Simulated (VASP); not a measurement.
# MgCd2O3 (I4/mmm) in VASP: notebook

The runs below take MgCd2O3 through single point, relaxation of cell and atoms, with PBE.

Program: VASP 6.6.1. These are calculated values, not measurements. Logs are shortened: lines on timing, memory, paths and dates and some standing lists are left out, and cuts for length are marked.

### 1 The cell of the first run

Symmetry: I4/mmm, No. 139, tetragonal system. Conventional cell: a = 4.379 Å, b = 4.379 Å, c = 8.983 Å, α = 90.00°, β = 90.00°, γ = 90.00°. Mg (site symmetry 4/mmm) has 4 O at 2.19 Å within 2.9 Å. Within 3.2 Å of Cd (site symmetry -4m2) lie 6 O at 2.25 to 3.14 Å and 4 Cd at 3.10 Å and 4 Mg at 3.14 Å. O (site symmetry mmm) has 2 Mg at 2.19 Å and 2 O at 2.19 Å and 2 Cd at 2.25 Å within 2.9 Å. O (site symmetry 4/mmm) has 4 O at 2.19 Å within 2.9 Å.

The cell was generated, and may not be a known phase.

### 2 Single point, PBE

INCAR reads:

```
PREC = Accurate
ENCUT = 840
EDIFF = 1E-6
ISMEAR = 0
SIGMA = 0.15
LREAL = F
LASPH = T
NELM = 120
ALGO = Normal
ISIF = 2
LWAVE = F
LCHARG = F
GGA = PE
NBANDS = 43
GGA_COMPAT = F
```

KPOINTS reads:

```
regular mesh
0
Gamma
  3 3 3
```

POSCAR reads:

```
MgCd2O3
1.0
   -2.1896791427      2.1896791427      4.4916454360
    2.1896791427     -2.1896791427      4.4916454360
    2.1896791427      2.1896791427     -4.4916454360
Mg Cd O
1 2 3
Direct
    0.0000000000      0.0000000000      0.0000000000
    0.7500000000      0.2500000000      0.5000000000
    0.2500000000      0.7500000000      0.5000000000
    0.5000000000      0.0000000000      0.5000000000
    0.0000000000      0.5000000000      0.5000000000
    0.5000000000      0.5000000000      0.0000000000
```

Potentials or basis: VASP PAW PBE potentials, release 64 (Mg_sv, Cd_sv_GW, O).

Command:

```bash
$ cat potpaw_PBE.64/Mg_sv/POTCAR potpaw_PBE.64/Cd_sv_GW/POTCAR potpaw_PBE.64/O/POTCAR > POTCAR
$ mpirun -np 1 vasp_std > vasp.out
```

OUTCAR:

```text
PREC = Accurate
   ENCUT = 840
   EDIFF = 1E-6
   ISMEAR = 0
   LREAL = F
   LASPH = T
   NELM = 120
   ISIF = 2
   GGA = PE

 ion  position               nearest neighbor table
   1  0.000  0.000  0.000-
   2  0.750  0.250  0.500-   4 2.25   5 2.25
   3  0.250  0.750  0.500-   4 2.25   5 2.25
   4  0.500  0.000  0.500-   2 2.25   3 2.25
   5  0.000  0.500  0.500-   2 2.25   3 2.25
   6  0.500  0.500  0.000-

  LATTYP: Found a body centered tetragonal cell.
 ALAT       =     4.3793582854
 C/A-ratio  =     2.0512801846

  Lattice vectors:

 A1 = (  -2.1896791427,   2.1896791427,   4.4916454360)
 A2 = (   2.1896791427,  -2.1896791427,   4.4916454360)
 A3 = (   2.1896791427,   2.1896791427,  -4.4916454360)

Analysis of symmetry for initial positions (statically):
=====================================================================
 Subroutine PRICEL returns:
 Original cell was already a primitive cell.

 Routine SETGRP: Setting up the symmetry group for a
 body centered tetragonal supercell.

 Subroutine GETGRP returns: Found 16 space group operations
 (whereof 16 operations were pure point group operations)
 out of a pool of 16 trial point group operations.

The static configuration has the point symmetry D_4h.

Analysis of symmetry for dynamics (positions and initial velocities):
=====================================================================
 Subroutine PRICEL returns:
 Original cell was already a primitive cell.

 Routine SETGRP: Setting up the symmetry group for a
 body centered tetragonal supercell.

 Subroutine GETGRP returns: Found 16 space group operations
 (whereof 16 operations were pure point group operations)
 out of a pool of 16 trial point group operations.

The dynamic configuration has the point symmetry D_4h.

 Subroutine INISYM returns: Found 16 space group operations
 (whereof 16 operations are pure point group operations),
 and found     1 'primitive' translations

----------------------------------------------------------------------------------------

                                     Primitive cell

  volume of cell :      86.1443

  direct lattice vectors                    reciprocal lattice vectors
    -2.189679143  2.189679143  4.491645436     0.000000000  0.228343957  0.111317780
     2.189679143 -2.189679143  4.491645436     0.228343957  0.000000000  0.111317780
     2.189679143  2.189679143 -4.491645436     0.228343957  0.228343957  0.000000000

  length of vectors
     5.455663866  5.455663866  5.455663866     0.254032697  0.254032697  0.322927121

  position of ions in fractional coordinates (direct lattice)
     0.000000000  0.000000000  0.000000000
     0.750000000  0.250000000  0.500000000
     0.250000000  0.750000000  0.500000000
     0.500000000  0.000000000  0.500000000
     0.000000000  0.500000000  0.500000000
     0.500000000  0.500000000  0.000000000

  ion indices of the primitive-cell ions
   primitive index   ion index
                 1           1
                 2           2
                 3           3
                 4           4
                 5           5
                 6           6

----------------------------------------------------------------------------------------

 KPOINTS: regular mesh

Automatic generation of k-mesh.
 Grid dimensions read from file:
 generate k-points for:    3    3    3

 Generating k-lattice:

  Cartesian coordinates                     Fractional coordinates (reciprocal lattice)
     0.000000000  0.076114652  0.037105927     0.333333333  0.000000000  0.000000000
     0.076114652  0.000000000  0.037105927     0.000000000  0.333333333  0.000000000
     0.076114652  0.076114652  0.000000000     0.000000000  0.000000000  0.333333333

  Length of vectors
     0.084677566  0.084677566  0.107642374

  Shift w.r.t. Gamma in fractional coordinates (k-lattice)
     0.000000000  0.000000000  0.000000000

 Subroutine IBZKPT returns following result:
 ===========================================

 Found      6 irreducible k-points:

 Following reciprocal coordinates:
            Coordinates               Weight
  0.000000  0.000000  0.000000      1.000000
  0.333333  0.000000 -0.000000      8.000000
  0.333333  0.333333 -0.000000      8.000000
 -0.333333  0.333333  0.000000      4.000000
 -0.333333  0.333333  0.333333      4.000000
 -0.333333 -0.333333  0.333333      2.000000
   k-points           NKPTS =      6   k-points in BZ     NKDIM =      6   number of bands    NBANDS=     43
   number of dos      NEDOS =    301   number of ions     NIONS =      6
   total plane-waves  NPLWV = 157464
   dimension x,y,z NGX =    54 NGY =   54 NGZ =   54
   dimension x,y,z NGXF=   108 NGYF=  108 NGZF=  108
   ions per type =               1   2   3
   NGX,Y,Z   is equivalent  to a cutoff of  16.45, 16.45, 16.45 a.u.
   NGXF,Y,Z  is equivalent  to a cutoff of  32.91, 32.91, 32.91 a.u.
 SYSTEM =  unknown system
   PREC   = accura    normal or accurate (medium, high low for compatibility)
   ISTART =      0    job   : 0-new  1-cont  2-samecut
   ICHARG =      2    charge: 1-file 2-atom 10-const
   ISPIN  =      1    spin polarized calculation?
   LNONCOLLINEAR =      F non collinear calculations
   LSORBIT =      F    spin-orbit coupling
   LASPH  =      T    aspherical Exc in radial PAW
   ENCUT  =  840.0 eV  61.74 Ry    7.86 a.u.  12.89 12.89 12.89*2*pi/ulx,y,z
   NELM   =    120;   NELMIN=  2; NELMDL= -5     # of ELM steps
   EDIFF  = 0.1E-05   stopping-criterion for ELM
   LREAL  =      F    real-space projection
   EDIFFG = 0.1E-04   stopping-criterion for IOM
   NSW    =      0    number of steps for IOM
   IBRION =     -1    ionic relax: 0-MD 1-quasi-New 2-CG
   NFREE  =      0    steps in history (QN), initial steepest desc. (CG)
   ISIF   =      2    stress and relaxation
   ISYM   =      2    0-nonsym 1-usesym 2-fastsym
   POTIM  = 0.5000    time-step for ionic-motion
   TEBEG  =    0.0;   TEEND  =   0.0 temperature during run
   PSTRESS=    0.0 pullay stress
   NELECT =      68.0000    total number of electrons
   NUPDOWN=      -1.0000    fix difference up-down
   EMIN   =  10.00;   EMAX   =-10.00  energy-range for DOS
   EFERMI =   0.00;   METHOD = LEGACY
   ISMEAR =     0;   SIGMA  =   0.15  broadening in eV -4-tet -1-fermi 0-gaus
   EFERMI_NEDOS =   21; number of points for ismear=-14 and -15
   IALGO  =     38    algorithm
   IMIX   =      4    mixing-type and parameters
     AMIX     =   0.40;   BMIX     =  1.00
     AMIX_MAG =   1.60;   BMIX_MAG =  1.00
  volume/ion in A,a.u.               =      14.36        96.89
  Fermi-wavevector in a.u.,A,eV,Ry     =   1.512989  2.859134 31.145567  2.289135
  Thomas-Fermi vector in A             =   2.622840
   LORBIT       =      0    0 simple, 1 ext, 2 COOP (PROOUT), +10 PAW based schemes
   GGA     = PE    functional components
   LHFCALC =     F    Hartree Fock is set to
   AEXX    =    0.0000 exact exchange contribution
   IVDW    =     0    specifies the selected vdW correction
   LEPSILON=     F    determine dielectric tensor
   LRPA    =     F    only Hartree local field effects (RPA)
 non-spin polarized calculation
 Gauss-broadening in eV      SIGMA  =   0.15
  energy-cutoff  :      840.00
  volume of cell :       86.14
 maximum number of plane-waves:      4797
 NGX is ok and might be reduce to    54
   NGX = 25   NGY = 25   NGZ = 25

 number of electron      67.9999995 magnetization

 Free energy of the ion-electron system (eV)
  ---------------------------------------------------
  ext. energy  EPLUGINS =         0.00000000
  ---------------------------------------------------
  free energy    TOTEN  =       -19.53114841 eV

  energy without entropy =      -19.44911890  energy(sigma->0) =      -19.49013365

 E-fermi :   4.4781     XC(G=0): -10.8155

 val. band max:        4.4543609145   @ k =   0.3333   0.3333  -0.0000
 cond. band min:       4.7934209969   @ k =  -0.3333   0.3333   0.0000
 fundamental gap:      0.3390600824
 Fermi energy:         4.4780738941

 k-point     1 :       0.0000    0.0000    0.0000
  band No.  band energies     occupation
      1     -98.3650      2.00000
      2     -98.3628      2.00000
      3     -71.2722      2.00000
      4     -59.4850      2.00000
      5     -59.4850      2.00000
      6     -59.4652      2.00000
[... 35 lines left out ...]
     42      14.2286      0.00000
     43      14.4326      0.00000

 k-point     2 :       0.3333    0.0000   -0.0000
  band No.  band energies     occupation
      1     -98.3644      2.00000
      2     -98.3633      2.00000
      3     -71.2721      2.00000
      4     -59.4801      2.00000
      5     -59.4800      2.00000
      6     -59.4702      2.00000
[... 35 lines left out ...]
     42      13.1906      0.00000
     43      13.4135      0.00000

 k-point     3 :       0.3333    0.3333   -0.0000
  band No.  band energies     occupation
      1     -98.3641      2.00000
      2     -98.3636      2.00000
      3     -71.2721      2.00000
      4     -59.4862      2.00000
      5     -59.4813      2.00000
      6     -59.4690      2.00000
[... 35 lines left out ...]
     42      13.6100      0.00000
     43      15.0113      0.00000

 k-point     4 :      -0.3333    0.3333    0.0000
  band No.  band energies     occupation
      1     -98.3641      2.00000
      2     -98.3636      2.00000
      3     -71.2721      2.00000
      4     -59.4862      2.00000
      5     -59.4813      2.00000
      6     -59.4690      2.00000
[... 35 lines left out ...]
     42      14.5934      0.00000
     43      14.8876      0.00000

 k-point     5 :      -0.3333    0.3333    0.3333
  band No.  band energies     occupation
      1     -98.3644      2.00000
      2     -98.3633      2.00000
      3     -71.2722      2.00000
      4     -59.4801      2.00000
      5     -59.4800      2.00000
      6     -59.4702      2.00000
[... 35 lines left out ...]
     42      13.9311      0.00000
     43      14.5175      0.00000

 k-point     6 :      -0.3333   -0.3333    0.3333
  band No.  band energies     occupation
      1     -98.3650      2.00000
      2     -98.3628      2.00000
      3     -71.2722      2.00000
      4     -59.4850      2.00000
      5     -59.4850      2.00000
      6     -59.4652      2.00000
[... 35 lines left out ...]
     42      13.5484      0.00000
     43      13.5485      0.00000

------------------------ aborting loop because EDIFF is reached ----------------------------------------

  FORCE on cell =-STRESS in cart. coord.  units (eV):
  Direction    XX          YY          ZZ          XY          YZ          ZX
  --------------------------------------------------------------------------------------
  -------------------------------------------------------------------------------------
  Total       -0.0819895     -0.0819895      0.0069016      0.0000000      0.0000000     -0.0000000
  in kB       -1.5249045     -1.5249045      0.1283608      0.0000000      0.0000000     -0.0000000
  external PRESSURE =      -0.9738161 kB  Pullay stress =       0.0000000 kB

 VOLUME and BASIS-vectors are now :
 -----------------------------------------------------------------------------
  energy-cutoff  :      840.00
  volume of cell :       86.14
      direct lattice vectors                 reciprocal lattice vectors
    -2.189679143  2.189679143  4.491645436     0.000000000  0.228343957  0.111317780
     2.189679143 -2.189679143  4.491645436     0.228343957  0.000000000  0.111317780
     2.189679143  2.189679143 -4.491645436     0.228343957  0.228343957  0.000000000

 POSITION                                       TOTAL-FORCE (eV/Angst)
 -----------------------------------------------------------------------------------
      0.00000      0.00000      0.00000         0.000000      0.000000      0.000000
      0.00000      2.18968      2.24582         0.000000     -0.000000     -0.000000
      2.18968      0.00000      2.24582        -0.000000     -0.000000     -0.000000
      0.00000      2.18968      0.00000         0.000000      0.000000      0.000000
      2.18968      0.00000      0.00000         0.000000      0.000000      0.000000
      0.00000      0.00000      4.49165         0.000000      0.000000      0.000000
 -----------------------------------------------------------------------------------
    total drift:                               -0.000000      0.000000      0.000000

  FREE ENERGIE OF THE ION-ELECTRON SYSTEM (eV)
  ---------------------------------------------------
  free  energy   TOTEN  =       -19.5311484071 eV

  energy  without entropy=      -19.4491188984  energy(sigma->0) =      -19.49013365
```

Wall time 2.2 min (1 thread of Intel Xeon Platinum 8259CL at 2.50GHz (Skylake/Cascade Lake), shared host); peak memory 0.42 GiB.

What came out:

```yaml
Free_energy: -19.5311 eV
Pressure: -0.1 GPa
Band_gap_on_the_k_mesh: zero (bands 34 and 35 overlap by 1.55 eV)
```

Stress tensor (GPa, compression positive):
```
-0.15  0.00  0.00
 0.00 -0.15  0.00
 0.00  0.00  0.01
```

Levels at points of the mesh, in eV from the Fermi level:
```tsv
k point	band 31	band 32	band 33	band 34	band 35	band 36	band 37	band 38
(0.00, 0.00, 0.00)	-3.14	-3.03	-1.21	1.49	1.49	1.83	1.83	4.05
```

Caveat: the k points lie up to 0.53 Å⁻¹ apart, too coarse for converged energies and pressures of a metal.

### 3 Relaxation of cell and atoms, PBE

This run uses another cell than the first one, of 14.71 Å³/atom.

INCAR reads:

```
ALGO = Normal
EDIFF = 1E-7
EDIFFG = -0.08
ENCUT = 840
GGA = PE
GGA_COMPAT = False
IBRION = 2
ISIF = 3
ISMEAR = 0
LASPH = True
LCHARG = False
LREAL = False
LWAVE = False
NELM = 120
NELMIN = 4
NSW = 36
PREC = Accurate
SIGMA = 0.15
```

KPOINTS reads:

```
k-points
0
Gamma
  3 3 3
```

Changes to POSCAR since step 2:

```diff
@@ -2,5 +2,5 @@
 1.0
-   -2.1896791427      2.1896791427      4.4916454360
-    2.1896791427     -2.1896791427      4.4916454360
-    2.1896791427      2.1896791427     -4.4916454360
+   -2.6111120900      2.6111120900      3.2359638500
+    2.6111120900     -2.6111120900      3.2359638500
+    2.6111120900      2.6111120900     -3.2359638500
 Mg Cd O
```

Potentials or basis: VASP PAW PBE potentials, release 64 (Mg_sv, Cd_sv_GW, O).

Command:

```bash
$ cat potpaw_PBE.64/Mg_sv/POTCAR potpaw_PBE.64/Cd_sv_GW/POTCAR potpaw_PBE.64/O/POTCAR > POTCAR
$ mpirun -np 1 vasp_std > vasp.out
```

It took 9.5 min on 1 thread of Intel Xeon Platinum 8488C (Sapphire Rapids), shared host; peak memory 0.38 GiB.

The run converged. Its results:

```yaml
Free_energy: -19.4465 eV
Relaxed_volume: 14.31 Å³/atom
Relaxed_cell: a = 5.415 Å, b = 5.415 Å, c = 5.415 Å, α = 132.04°, β = 132.04°, γ = 70.16°
Space_group_after_relaxing_to_0.1_Å: I4/mmm (No. 139)
Energy_gained_by_relaxing: 1746.6 meV/atom
Ionic_steps: 13
Pressure_after_relaxing: 0.2 GPa
Band_gap_on_the_k_mesh: zero (bands 34 and 35 overlap by 1.52 eV)
```

Stress tensor (GPa, compression positive):
```
0.15 0.00 0.00
0.00 0.15 0.00
0.00 0.00 0.27
```

Step by step:
```
step  energy change (eV)  largest force (eV/Å)  pressure (GPa)  volume (Å³)
   1              0.0000                0.0000           66.50        88.25
   2              0.2399                0.0000          -32.22       169.63
   3             -8.7055                0.0000          -11.56       124.38
   4             -9.0130                0.0000           -9.89       120.58
   5             -9.2594                0.0000           -2.71       111.19
   6             -9.2867                0.0000           -5.31       113.85
   7             -9.2886                0.0000           -4.85       113.33
   8             -9.6696                0.0000           -3.92       105.79
   9            -10.3181                0.0000            5.29        84.47
  10            -10.4626                0.0000            2.50        83.75
  11            -10.4628                0.0000            2.32        83.63
  12            -10.4632                0.0000            2.36        83.66
  13            -10.4796                0.0000            0.19        85.85
```

Final structure:
```
CELL_PARAMETERS angstrom
-2.20071 2.20071 4.43175
2.20071 -2.20071 4.43175
2.20071 2.20071 -4.43175
ATOMIC_POSITIONS crystal
Mg 0.00000 0.00000 0.00000
Cd 0.75000 0.25000 0.50000
Cd 0.25000 0.75000 0.50000
O 0.50000 0.00000 0.50000
O 0.00000 0.50000 0.50000
O 0.50000 0.50000 0.00000
```

Levels at points of the mesh, in eV from the Fermi level:
```
           k point  band 31  band 32  band 33  band 34  band 35  band 36  band 37  band 38
(0.00, 0.00, 0.00)    -3.18    -3.06    -1.22     1.44     1.44     1.81     1.81     4.07
```

Caveat: the k points lie up to 0.53 Å⁻¹ apart in the final cell, too coarse for converged energies and pressures of a metal.

The gap in the log of VASP goes by the Fermi energy; the results here count the filled bands.